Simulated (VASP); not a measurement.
Here is a VASP 6.6.1 calculation.

The input INCAR:

```
SYSTEM = H15NO6
PREC     = Accurate       ! precision mode
ENCUT    = 520            ! plane-wave cutoff, eV
EDIFF    = 1E-6           ! SCF threshold, eV
ISMEAR   = -1             ! smearing method
SIGMA    = 0.02           ! smearing width, eV
LREAL    = .False.        ! projectors in reciprocal space
LASPH    = .True.         ! aspherical terms in the spheres
NELM     = 120            ! most SCF steps
ALGO     = Normal         ! electronic algorithm
ISIF     = 2              ! what is computed and relaxed
LWAVE    = .False.        ! write WAVECAR
LCHARG   = .False.        ! write CHGCAR
GGA      = PE             ! functional
NBANDS   = 45             ! bands
GGA_COMPAT= .False.
```

The input KPOINTS:

```
Automatic mesh
0
Gamma
  1 1 1
  0 0 0
```

POSCAR

```
H15NO6
1.0
    5.5955750000      0.0000000000      0.0000000000
    0.0000000000      5.5955750000      0.0000000000
    0.0000000000      0.0000000000      5.5955750000
O H N
6 15 1
Direct
    0.7892665186      0.4440294340      1.0645733459
    0.3083329238      0.2376342020      0.1567488596
    0.1764608642      0.7220348222      0.2215679354
    0.9063590426      0.9662277782      0.8065480313
    0.6829146245     -0.0623707126      0.2431564227
    1.0510626701      0.3356759582      0.5464317787
    0.6954423808      0.2986824410      1.0738664034
    0.7207838337      0.5206256730      0.9107911162
    0.2048761745      0.1311572090      0.0793841562
    0.2349535124      0.2527890342      0.3195918203
    0.2990398663      0.6103036775      0.1635220688
    0.0382087632      0.6128413970      0.2299495584
    0.7941811163      0.8525665370      0.7204085371
    0.8553008404      0.9501972541      0.9762178150
    0.5140847902     -0.0083994942      0.2097550296
    0.6844515532     -0.2372052917      0.2369014802
    1.0809970378      0.4902266523      0.6268703395
    1.0109952954      0.2021954848      0.6724956774
    0.4444940868      0.8683289921      0.6027083901
    0.4744463259      0.5654110614      0.5609611166
    0.3577827122      0.6925472360      0.8058689232
    0.5039339121      0.7038954888      0.6870250153
```

Potentials or basis: VASP PAW PBE potentials, release 64 (O, H, N).

Command:

```bash
$ cat potpaw_PBE.64/O/POTCAR potpaw_PBE.64/H/POTCAR potpaw_PBE.64/N/POTCAR > POTCAR
$ mpirun -np 1 vasp_gam > vasp.out
```

Problem. Predict the largest force.

Solution. 2.479 eV/Å.

Problem. Estimate the pressure.

Solution. -0.8 GPa.

Stress tensor (GPa, compression positive):
```
 0.27  1.87  0.44
 1.87 -1.85  0.43
 0.44  0.43 -0.72
```

Caveat: the k points lie up to 1.12 Å⁻¹ apart, too coarse for converged energies, forces and pressures; the atoms stand as in a frame of molecular dynamics.
